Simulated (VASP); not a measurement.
The system is Ga3As2P.

```
Ga P As
1.0
    -1.93745    1.93745    8.21992
     1.93745   -1.93745    8.21992
     1.93745    1.93745   -8.21992
Ga P As
3 1 2
Cartesian
  0.0000 0.0000 0.0000
  0.0000 0.0000 10.9599
  0.0000 0.0000 5.4799
  1.9375 0.0000 4.1100
  0.0000 1.9375 1.3700
  0.0000 1.9375 6.8499
```

- Program: VASP 6.6.1
- Task: relaxation of cell and atoms
- Functional: PBE
- Potentials or basis: VASP PAW PBE potentials, release 64 (Ga_d, P, As)
- Cutoff: 600 eV
- k mesh: 6 × 6 × 6
- Occupations: gaussian, width 0.1 eV
- Spin: no spin polarisation

At the start: pressure 8.5 GPa; volume 20.57 Å³/atom.

Problem. Where does the relaxation end?

Solution. Over 7 steps the energy falls by 62.3 meV/atom and the volume is 22.79 Å³/atom (+10.8 %); space group I-4m2 (No. 119, to 0.05 Å).

Step by step:
| step | energy change (eV) | largest force (eV/Å) | pressure (GPa) | volume (Å³) |
| --- | --- | --- | --- | --- |
| 1 | 0.0000 | 0.8697 | 8.54 | 123.42 |
| 2 | -0.2867 | 0.2162 | -3.05 | 144.06 |
| 3 | -0.3544 | 0.3325 | -0.21 | 137.09 |
| 4 | -0.3655 | 0.1817 | -0.08 | 136.79 |
| 5 | -0.3724 | 0.1366 | 0.08 | 136.37 |
| 6 | -0.3725 | 0.1326 | 0.16 | 136.30 |
| 7 | -0.3739 | 0.0124 | -0.13 | 136.77 |

Final structure:
```xyz
6
Lattice="-2.0067 2.0067 8.4908 2.0067 -2.0067 8.4908 2.0067 2.0067 -8.4908" Properties=species:S:1:pos:R:3 pbc="T T T"
Ga    0.0000    0.0000    0.0000
Ga    0.0000    0.0000   11.3916
Ga    0.0000    0.0000    5.5899
P     2.0067    0.0000    4.2454
As    0.0000    2.0067    1.4488
As    0.0000    2.0067    7.0420
```
